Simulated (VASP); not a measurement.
Input of a VASP 6.6.1 run:

The input POSCAR:

```
BeS
1.0
    3.2328652983      0.0000000000      0.0000000000
   -1.6164326491      2.7997434753      0.0000000000
    0.0000000000      0.0000000000      5.1479425786
Be S
2 2
Direct
    0.0000000000      0.0000000000      0.0000000000
    0.0000000000      0.0000000000      0.5000000000
    0.3333333333      0.6666666667      0.2500000000
    0.6666666667      0.3333333333      0.7500000000
```

The input INCAR.step1:

```
SYSTEM = BeS
PREC = Accurate ; ENCUT = 520
ISMEAR = 0 ; SIGMA = 0.01
LREAL = .False. ; LASPH = .True.
NELM = 80 ; NBANDS = 16
GGA = PE ; ALGO = Normal
EDIFF = 1E-4 ; LWAVE = .True.
LCHARG = .False.
```

File INCAR.step2:

```
SYSTEM = BeS
PREC = Accurate ; ENCUT = 520
EDIFF = 1E-7 ; ISMEAR = 0
SIGMA = 0.01 ; LREAL = .False.
LASPH = .True. ; NELM = 80
ALGO = Normal ; ISIF = 2
LWAVE = .False. ; LCHARG = .False.
METAGGA = R2SCAN ; LMIXTAU = .True.
NBANDS = 16 ; ISTART = 1
```

The input KPOINTS:

```
regular mesh
0
Gamma
  9 9 4
  0 0 0
```

Potentials or basis: VASP PAW PBE potentials, release 64 (Be, S).

Launch:

```bash
$ cat potpaw_PBE.64/Be/POTCAR potpaw_PBE.64/S/POTCAR > POTCAR
$ cp INCAR.step1 INCAR
$ mpirun -np 1 vasp_std > vasp.out
$ cp INCAR.step2 INCAR
$ mpirun -np 1 vasp_std > vasp.out
```

(1) What does it give for the band gap on the k mesh?

(2) What does it give for the pressure?

## Answers

(1) 1.75 eV, indirect (least direct gap 4.12 eV).

(2) 7.8 GPa.

Caveat: the PAW data sets were made with another functional, which shifts forces and pressure a little.
